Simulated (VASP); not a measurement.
# MgC2 (P4_2/mnm) in VASP: further runs, part 2 of 2

VASP 6.6.1. Earlier steps stand in the parts before.

## 4. Single point, r2SCAN

This run uses another cell than the first one, of 12.74 Å³/atom.

The input, POSCAR:

```
MgC2
1.0
    3.9355759411      0.0000000000      0.0000000000
    0.0000000000      3.9355759411      0.0000000000
    0.0000000000      0.0000000000      4.9359056770
Mg C
2 4
Direct
    0.0000000000      0.0000000000      0.5000000000
    0.5000000000      0.5000000000      0.0000000000
    0.3881593622      0.6118406378      0.5000000000
    0.1118406378      0.1118406378      0.0000000000
    0.6118406378      0.3881593622      0.5000000000
    0.8881593622      0.8881593622      0.0000000000
```

The input, INCAR.step1:

```
PREC = Accurate
ENCUT = 920
ISMEAR = -1
SIGMA = 0.05
LREAL = F
LASPH = T
NELM = 120
NBANDS = 27
GGA = PE
ALGO = Normal
EDIFF = 1E-5
LWAVE = T
LCHARG = F
GGA_COMPAT = F
```

The input, INCAR.step2:

```
PREC = Accurate
ENCUT = 920
EDIFF = 1E-6
ISMEAR = -1
SIGMA = 0.05
LREAL = F
LASPH = T
NELM = 120
ALGO = Normal
ISIF = 2
LWAVE = F
LCHARG = F
METAGGA = R2SCAN
LMIXTAU = T
NBANDS = 27
ISTART = 1
GGA_COMPAT = F
```

The input, KPOINTS:

```
regular mesh
0
Gamma
  5 5 5
```

Potentials or basis: VASP PAW PBE potentials, release 64 (Mg_sv, C).

Launch:

```bash
cat potpaw_PBE.64/Mg_sv/POTCAR potpaw_PBE.64/C/POTCAR > POTCAR
cp INCAR.step1 INCAR
mpirun -np 1 vasp_std > vasp.out
cp INCAR.step2 INCAR
mpirun -np 1 vasp_std > vasp.out
```

OUTCAR:

```text
PREC = Accurate
   ENCUT = 920
   EDIFF = 1E-6
   ISMEAR = -1
   LREAL = F
   LASPH = T
   NELM = 120
   ISIF = 2
   METAGGA = R2SCAN
   ISTART = 1

 ion  position               nearest neighbor table
   1  0.000  0.000  0.500-   3 2.16   5 2.16
   2  0.500  0.500  0.000-   4 2.16   6 2.16
   3  0.388  0.612  0.500-   5 1.24   1 2.16
   4  0.112  0.112  0.000-   6 1.24   2 2.16
   5  0.612  0.388  0.500-   3 1.24   1 2.16
   6  0.888  0.888  0.000-   4 1.24   2 2.16

  LATTYP: Found a simple tetragonal cell.
 ALAT       =     3.9355759411
 C/A-ratio  =     1.2541761996

  Lattice vectors:

 A1 = (   3.9355759411,   0.0000000000,   0.0000000000)
 A2 = (   0.0000000000,   3.9355759411,   0.0000000000)
 A3 = (   0.0000000000,   0.0000000000,   4.9359056770)

Analysis of symmetry for initial positions (statically):
=====================================================================
 Subroutine PRICEL returns:
 Original cell was already a primitive cell.

 Routine SETGRP: Setting up the symmetry group for a
 simple tetragonal supercell.

 Subroutine GETGRP returns: Found 16 space group operations
 (whereof  8 operations were pure point group operations)
 out of a pool of 16 trial point group operations.

The static configuration has the point symmetry D_2h.
 The point group associated with its full space group is D_4h.

Analysis of symmetry for dynamics (positions and initial velocities):
=====================================================================
 Subroutine PRICEL returns:
 Original cell was already a primitive cell.

 Routine SETGRP: Setting up the symmetry group for a
 simple tetragonal supercell.

 Subroutine GETGRP returns: Found 16 space group operations
 (whereof  8 operations were pure point group operations)
 out of a pool of 16 trial point group operations.

The dynamic configuration has the point symmetry D_2h.
 The point group associated with its full space group is D_4h.

 Subroutine INISYM returns: Found 16 space group operations
 (whereof  8 operations are pure point group operations),
 and found     1 'primitive' translations

----------------------------------------------------------------------------------------

                                     Primitive cell

  volume of cell :      76.4510

  direct lattice vectors                    reciprocal lattice vectors
     3.935575941  0.000000000  0.000000000     0.254092416  0.000000000  0.000000000
     0.000000000  3.935575941  0.000000000     0.000000000  0.254092416  0.000000000
     0.000000000  0.000000000  4.935905677     0.000000000  0.000000000  0.202597064

  length of vectors
     3.935575941  3.935575941  4.935905677     0.254092416  0.254092416  0.202597064

  position of ions in fractional coordinates (direct lattice)
     0.000000000  0.000000000  0.500000000
     0.500000000  0.500000000  0.000000000
     0.388159362  0.611840638  0.500000000
[... 29 lines left out ...]
     0.050818483  0.050818483  0.040519413

  Shift w.r.t. Gamma in fractional coordinates (k-lattice)
     0.000000000  0.000000000  0.000000000

 Subroutine IBZKPT returns following result:
 ===========================================

 Found     18 irreducible k-points:

 Following reciprocal coordinates:
            Coordinates               Weight
  0.000000  0.000000  0.000000      1.000000
  0.200000  0.000000  0.000000      4.000000
  0.400000  0.000000  0.000000      4.000000
  0.200000  0.200000  0.000000      4.000000
  0.400000  0.200000  0.000000      8.000000
  0.400000  0.400000  0.000000      4.000000
[... 10 lines left out ...]
  0.400000  0.200000  0.400000     16.000000
  0.400000  0.400000  0.400000      8.000000
   k-points           NKPTS =     18   k-points in BZ     NKDIM =     18   number of bands    NBANDS=     27
   number of dos      NEDOS =    301   number of ions     NIONS =      6
   total plane-waves  NPLWV =  80000
   dimension x,y,z NGX =    40 NGY =   40 NGZ =   50
   dimension x,y,z NGXF=    80 NGYF=   80 NGZF=  100
   ions per type =               2   4
   NGX,Y,Z   is equivalent  to a cutoff of  16.90, 16.90, 16.84 a.u.
   NGXF,Y,Z  is equivalent  to a cutoff of  33.79, 33.79, 33.68 a.u.
 SYSTEM =  unknown system
   PREC   = accura    normal or accurate (medium, high low for compatibility)
   ISTART =      1    job   : 0-new  1-cont  2-samecut
   ICHARG =      0    charge: 1-file 2-atom 10-const
   ISPIN  =      1    spin polarized calculation?
   LNONCOLLINEAR =      F non collinear calculations
   LSORBIT =      F    spin-orbit coupling
   LASPH  =      T    aspherical Exc in radial PAW
   ENCUT  =  920.0 eV  67.62 Ry    8.22 a.u.   9.73  9.73 12.21*2*pi/ulx,y,z
   NELM   =    120;   NELMIN=  2; NELMDL=  0     # of ELM steps
   EDIFF  = 0.1E-05   stopping-criterion for ELM
   LREAL  =      F    real-space projection
   EDIFFG = 0.1E-04   stopping-criterion for IOM
   NSW    =      0    number of steps for IOM
   IBRION =     -1    ionic relax: 0-MD 1-quasi-New 2-CG
   NFREE  =      0    steps in history (QN), initial steepest desc. (CG)
   ISIF   =      2    stress and relaxation
   ISYM   =      2    0-nonsym 1-usesym 2-fastsym
   POTIM  = 0.5000    time-step for ionic-motion
   TEBEG  =    0.0;   TEEND  =   0.0 temperature during run
   PSTRESS=    0.0 pullay stress
   NELECT =      36.0000    total number of electrons
   NUPDOWN=      -1.0000    fix difference up-down
   EMIN   =  10.00;   EMAX   =-10.00  energy-range for DOS
   EFERMI =   0.00;   METHOD = LEGACY
   ISMEAR =    -1;   SIGMA  =   0.05  broadening in eV -4-tet -1-fermi 0-gaus
   EFERMI_NEDOS =   21; number of points for ismear=-14 and -15
   IALGO  =     38    algorithm
   IMIX   =      4    mixing-type and parameters
     AMIX     =   0.40;   BMIX     =  1.00
     AMIX_MAG =   1.60;   BMIX_MAG =  1.00
  volume/ion in A,a.u.               =      12.74        85.99
  Fermi-wavevector in a.u.,A,eV,Ry     =   1.273643  2.406837 22.070929  1.622168
  Thomas-Fermi vector in A             =   2.406455
   LORBIT       =      0    0 simple, 1 ext, 2 COOP (PROOUT), +10 PAW based schemes
   METAGGA = R2SCAN    functional components
   LHFCALC =     F    Hartree Fock is set to
   AEXX    =    0.0000 exact exchange contribution
   IVDW    =     0    specifies the selected vdW correction
   LEPSILON=     F    determine dielectric tensor
   LRPA    =     F    only Hartree local field effects (RPA)
 non-spin polarized calculation
  energy-cutoff  :      920.00
  volume of cell :       76.45
 maximum number of plane-waves:      4873
 NGX is ok and might be reduce to    40
   NGX = 19   NGY = 19   NGZ = 25

 number of electron      35.9999976 magnetization

 Free energy of the ion-electron system (eV)
  ---------------------------------------------------
  ext. energy  EPLUGINS =         0.00000000
  ---------------------------------------------------
  free energy    TOTEN  =       -46.31811135 eV

  energy without entropy =      -46.31811135  energy(sigma->0) =      -46.31811135

 E-fermi :   1.8747     XC(G=0): -10.2646

 val. band max:        0.7434388345   @ k =   0.4000   0.4000   0.4000
 cond. band min:       3.7342320542   @ k =   0.0000   0.0000   0.0000
 fundamental gap:      2.9907932197
 Fermi energy:         1.8747045363

 k-point     1 :       0.0000    0.0000    0.0000
  band No.  band energies     occupation
      1     -75.4977      2.00000
      2     -75.4973      2.00000
      3     -40.6786      2.00000
      4     -40.6786      2.00000
      5     -40.6397      2.00000
      6     -40.6354      2.00000
[... 529 lines left out ...]
     26      12.7206      0.00000
     27      12.7577      0.00000

------------------------ aborting loop because EDIFF is reached ----------------------------------------

  FORCE on cell =-STRESS in cart. coord.  units (eV):
  Direction    XX          YY          ZZ          XY          YZ          ZX
  --------------------------------------------------------------------------------------
  -------------------------------------------------------------------------------------
  Total        0.2735186      0.2735186      0.0330857      0.0000000      0.0000000      0.0000000
  in kB        5.7321033      5.7321033      0.6933739      0.0000000      0.0000000      0.0000000
  external PRESSURE =       4.0525268 kB  Pullay stress =       0.0000000 kB

 VOLUME and BASIS-vectors are now :
 -----------------------------------------------------------------------------
  energy-cutoff  :      920.00
  volume of cell :       76.45
      direct lattice vectors                 reciprocal lattice vectors
     3.935575941  0.000000000  0.000000000     0.254092416  0.000000000  0.000000000
     0.000000000  3.935575941  0.000000000     0.000000000  0.254092416  0.000000000
     0.000000000  0.000000000  4.935905677     0.000000000  0.000000000  0.202597064

 POSITION                                       TOTAL-FORCE (eV/Angst)
 -----------------------------------------------------------------------------------
      0.00000      0.00000      2.46795         0.000000      0.000000      0.000000
      1.96779      1.96779      0.00000         0.000000      0.000000      0.000000
      1.52763      2.40795      2.46795        -0.110940      0.110940      0.000000
      0.44016      0.44016      0.00000         0.110940      0.110940      0.000000
      2.40795      1.52763      2.46795         0.110940     -0.110940      0.000000
      3.49542      3.49542      0.00000        -0.110940     -0.110940     -0.000000
 -----------------------------------------------------------------------------------
    total drift:                                0.000000     -0.000000     -0.000000

  FREE ENERGIE OF THE ION-ELECTRON SYSTEM (eV)
  ---------------------------------------------------
  free  energy   TOTEN  =       -46.3181113545 eV

  energy  without entropy=      -46.3181113544  energy(sigma->0) =      -46.31811135
```

Run time: 4.3 min. Hardware: 1 thread of Intel Xeon Platinum 8375C at 2.90GHz (Ice Lake), shared host; peak memory 0.33 GiB.

What came out:

```
Free energy            : -46.3181 eV
Pressure               : 0.4 GPa
Largest force          : 0.157 eV/Å
Band gap on the k mesh : 2.99 eV (least direct gap 3.27 eV)
```

Forces on the atoms (eV/Å):
```
Mg   0.000  0.000  0.000
Mg   0.000  0.000  0.000
C   -0.111  0.111  0.000
C    0.111  0.111  0.000
C    0.111 -0.111  0.000
C   -0.111 -0.111  0.000
```

Caveat: the PAW data sets were made with another functional, which shifts forces and pressure a little. A k mesh can miss the band edges.

## 5. Single point, PBE

The input, INCAR:

```
ALGO = Normal ; EDIFF = 1E-6
ENCUT = 840 ; GGA = PE
GGA_COMPAT = F ; ISIF = 2
ISMEAR = -1 ; LASPH = T
LCHARG = F ; LREAL = F
LWAVE = F ; NBANDS = 27
NELM = 120 ; PREC = Accurate
SIGMA = 0.05
```

The input, KPOINTS:

```
k-points
0
Gamma
  5 5 5
```

The input, POSCAR:

```
MgC2
1.0
    3.9507770000      0.0000000000      0.0000000000
    0.0000000000      3.9507770000      0.0000000000
    0.0000000000      0.0000000000      4.9870890000
Mg C
2 4
Direct
    0.0000000000      0.0000000000      0.5000000000
    0.5000000000      0.5000000000      0.0000000000
    0.3876550000      0.6123450000      0.5000000000
    0.1123450000      0.1123450000      0.0000000000
    0.6123450000      0.3876550000      0.5000000000
    0.8876550000      0.8876550000      0.0000000000
```

Launch:

```bash
cat potpaw_PBE.64/Mg_sv/POTCAR potpaw_PBE.64/C/POTCAR > POTCAR
mpirun -np 1 vasp_std > vasp.out
```

Wall time 1.8 min (1 thread of Intel Xeon Platinum 8488C (Sapphire Rapids), shared host); peak memory 0.29 GiB.

Results (log left out):

* Free energy: -37.4012 eV
* Pressure: -0.3 GPa
* Largest force: 0.027 eV/Å
* Band gap on the k mesh: 2.65 eV (least direct gap 2.96 eV)

Forces in eV/Å, atoms in the order of the input:
```
Mg   0.000  0.000  0.000
Mg   0.000  0.000  0.000
C    0.019 -0.019  0.000
C   -0.019 -0.019  0.000
C   -0.019  0.019  0.000
C    0.019  0.019  0.000
```

Stress tensor (GPa, compression positive):
```
-0.40  0.00  0.00
 0.00 -0.40  0.00
 0.00  0.00 -0.18
```

Levels at points of the mesh, in eV from the valence-band top:
| k point | band 14 | band 15 | band 16 | band 17 | band 18 | band 19 | band 20 | band 21 | band 22 | band 23 |
| --- | --- | --- | --- | --- | --- | --- | --- | --- | --- | --- |
| (0.00, 0.00, 0.00) | -2.91 | -1.27 | -0.37 | -0.30 | -0.30 | 2.65 | 5.30 | 5.65 | 5.65 | 7.04 |

A k mesh can miss the band edges.

## 6. Single point, PBE+D3(BJ)

This run uses another cell than the first one, of 12.63 Å³/atom.

The input, INCAR:

```
SYSTEM = MgC2
ALGO = Normal
EDIFF = 1E-6
ENCUT = 840
GGA = PE
GGA_COMPAT = .FALSE.
ISIF = 2
ISMEAR = -1
IVDW = 12
LASPH = .TRUE.
LCHARG = .FALSE.
LREAL = .FALSE.
LWAVE = .FALSE.
NBANDS = 27
NELM = 120
PREC = Accurate
SIGMA = 0.05
```

The input, KPOINTS:

```
k-points
0
G
  5 5 5
  0 0 0
```

The input, POSCAR:

```
MgC2
1.0
    3.9213694922      0.0000000000      0.0000000000
    0.0000000000      3.9213694922      0.0000000000
    0.0000000000      0.0000000000      4.9287897754
Mg C
2 4
Direct
    0.0000000000      0.0000000000      0.5000000000
    0.5000000000      0.5000000000      0.0000000000
    0.3871198344      0.6128801656      0.5000000000
    0.1128801656      0.1128801656      0.0000000000
    0.6128801656      0.3871198344      0.5000000000
    0.8871198344      0.8871198344      0.0000000000
```

Potentials or basis: VASP PAW PBE potentials, release 64 (Mg_sv, C).

Launch:

```bash
cat potpaw_PBE.64/Mg_sv/POTCAR potpaw_PBE.64/C/POTCAR > POTCAR
mpirun -np 1 vasp_std > vasp.out
```

It took 31 s on 1 thread of Intel Xeon 6975P-C (Granite Rapids), shared host; peak memory 0.28 GiB.

It converged, with:

```yaml
Free_energy: -38.4920 eV
Pressure: 0.0 GPa
Largest_force: 0.088 eV/Å
Band_gap_on_the_k_mesh: 2.56 eV (least direct gap 2.87 eV)
Dispersion_energy_per_atom: -0.184 eV
```

Forces on the atoms (eV/Å):
```
Mg   0.000  0.000  0.000
Mg   0.000  0.000  0.000
C   -0.062  0.062  0.000
C    0.062  0.062  0.000
C    0.062 -0.062  0.000
C   -0.062 -0.062  0.000
```

Stress tensor (GPa, compression positive):
```
 0.09  0.00  0.00
 0.00  0.09  0.00
 0.00  0.00 -0.13
```

Levels at points of the mesh, in eV from the valence-band top:
| k point | band 14 | band 15 | band 16 | band 17 | band 18 | band 19 | band 20 | band 21 | band 22 | band 23 |
| --- | --- | --- | --- | --- | --- | --- | --- | --- | --- | --- |
| (0.00, 0.00, 0.00) | -2.95 | -1.29 | -0.38 | -0.31 | -0.31 | 2.56 | 5.31 | 5.64 | 5.64 | 7.18 |

## 7. Summary

```csv
task,level,potentials or basis,cell,cutoff (eV),gap on the mesh (eV),pressure (GPa),relaxed volume (Å³/atom),largest force (eV/Å)
relaxation of cell and atoms,PBE+D4,"VASP PAW PBE potentials, release 64 (Mg, C)","relaxed from a = 3.951, b = 3.951, c = 4.987 Å, 6 atoms, atomic positions A",600,2.62,-0.1,12.82,-
relaxation of cell and atoms,LDA,"VASP PAW LDA potentials, release 64 (Mg, C)","relaxed from a = 3.951, b = 3.951, c = 4.987 Å, 6 atoms, atomic positions A",600,2.29,0.0,12.07,-
single point,r2SCAN,"VASP PAW PBE potentials, release 64 (Mg_sv, C)","a = 3.936, b = 3.936, c = 4.936 Å, 6 atoms, atomic positions B",920,2.99,0.4,-,0.16
single point,PBE,"VASP PAW PBE potentials, release 64 (Mg_sv, C)","a = 3.951, b = 3.951, c = 4.987 Å, 6 atoms, atomic positions A",840,2.65,-0.3,-,0.03
single point,PBE+D3(BJ),"VASP PAW PBE potentials, release 64 (Mg_sv, C)","a = 3.921, b = 3.921, c = 4.929 Å, 6 atoms, atomic positions C",840,2.56,0.0,-,0.09
```

Alike in all rows: no spin polarisation; k mesh 5 × 5 × 5; smearing fermi-dirac 0.05 eV.

Caveats: the PAW data sets were made with another functional, which shifts forces and pressure a little (at least some runs).

Absolute energies hang on the potentials; compare differences alone.
